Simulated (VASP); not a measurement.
Wanted: the native input for a VASP 6.6.1 run.

```yaml
Task: single point
Functional: PBE
Potentials_or_basis: VASP PAW PBE potentials, release 64 (Pd)
Cutoff: 500 eV
k_mesh: 8 × 8 × 8
Occupations: fermi-dirac, width 0.1 eV
Spin: collinear spin, zero start
Starting_moments: "[0.0] μB"
Dipole_correction: no
Further_INCAR_settings: ALGO = Normal; EDIFF = 1e-06; NBANDS = 15
```

The structure of Pd lies in POSCAR:

```
Pd
1.0
   -1.6170000000      1.6170000000      1.6170000000
    1.6170000000     -1.6170000000      1.6170000000
    1.6170000000      1.6170000000     -1.6170000000
Pd
1
Direct
    0.0000000000      0.0000000000      0.0000000000
```

These files were run (other wordings do the same):

INCAR

```
  ALGO = Normal
  EDIFF = 1E-6
  ENCUT = 500
  GGA = PE
  GGA_COMPAT = F
  ISIF = 2
  ISMEAR = -1
  ISPIN = 2
  LASPH = T
  LCHARG = F
  LMAXMIX = 4
  LORBIT = 11
  LREAL = F
  LWAVE = F
  MAGMOM = 0
  NBANDS = 15
  NELM = 200
  PREC = Accurate
  SIGMA = 0.1
```

KPOINTS

```
k-points
0
Gamma
  8 8 8
```

Potentials or basis: VASP PAW PBE potentials, release 64 (Pd).

Command:

```bash
$ cat potpaw_PBE.64/Pd/POTCAR > POTCAR
$ mpirun -np 1 vasp_std > vasp.out
```

Results of the run:

```yaml
Pressure: -11.3 GPa
Band_gap_on_the_k_mesh: zero (filled and empty bands overlap)
Net_moment: 0.00 μB per cell
Valence_electrons_inside_the_program's_atomic_spheres: Pd 9.21
```

Wall time 9.5 s on 1 thread of Intel(R) Xeon(R) Platinum 8488C (Sapphire Rapids), on a shared host, peak memory 0.14 GiB.
